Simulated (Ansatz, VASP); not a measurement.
**Hf in VASP and in Ansatz**

The input INCAR:

```
ALGO     = Fast           # electronic algorithm
EDIFF    = 1E-6           # SCF threshold, eV
ENCUT    = 520            # plane-wave cutoff, eV
GGA      = PS             # functional
ISIF     = 2              # what is computed and relaxed
ISMEAR   = 0              # smearing method
LASPH    = True           # aspherical terms in the spheres
LCHARG   = False          # write CHGCAR
LREAL    = False          # projectors in reciprocal space
LWAVE    = False          # write WAVECAR
NBANDS   = 11             # bands
NELM     = 60             # most SCF steps
PREC     = Accurate       # precision mode
SIGMA    = 0.15           # smearing width, eV
```

File KPOINTS:

```
k-points
0
Gamma
  18 18 18
```

The input POSCAR:

```
Hf
1.0
   -1.8591500000      1.8591500000      1.8591500000
    1.8591500000     -1.8591500000      1.8591500000
    1.8591500000      1.8591500000     -1.8591500000
Hf
1
Direct
    0.0000000000      0.0000000000      0.0000000000
```

Input for Ansatz:

```yaml
crystal:
  lattice:
    - [-1.85915, 1.85915, 1.85915]
    - [1.85915, -1.85915, 1.85915]
    - [1.85915, 1.85915, -1.85915]
  atoms:
    - { symbol: Hf, position: [0.0, 0.0, 0.0] }
basis:
  ecutwfc: 420
kpoints:
  mp_grid: { grid: [18, 18, 18] }
hamiltonian:
  xc: pbesol
scf:
  occupations: { method: gaussian, width: 0.15 }
output:
  forces: true
  stress: true
  eigenvalues: true
```

Change from the starting cell: strain +0.030 along x and y, +0.030 along z, atoms carried along.

Alike in both runs: task single point; functional PBEsol; k mesh 18 × 18 × 18; occupations gaussian, width 0.15 eV; no spin polarisation.

|  | VASP | Ansatz |
| --- | --- | --- |
| version | VASP 6.6.1 | Ansatz 0.2.0 |
| potentials or method | VASP PAW PBE potentials, release 64 (Hf_pv), cutoff 520 eV | scalar-relativistic, plane waves, PAW |
| valence electrons in the cell | 10 | 26 |

|  | VASP | Ansatz | Ansatz less VASP |
| --- | --- | --- | --- |
| gap on the k mesh at the Fermi level (eV) | none | none | - |
| pressure (GPa) | -14.9 | -14.6 | +0.33 |

VASP's potentials were made for PBE, not for PBEsol. A gap of «none» marks a metal or a gap that the smearing closes. With one functional, cell and mesh, what is left measures potentials, basis and numerics. VASP's potentials hold 10 valence electrons a cell and Ansatz's 26, so a difference there can come from the potentials and not from the codes.

Neither program's run includes spin-orbit coupling.
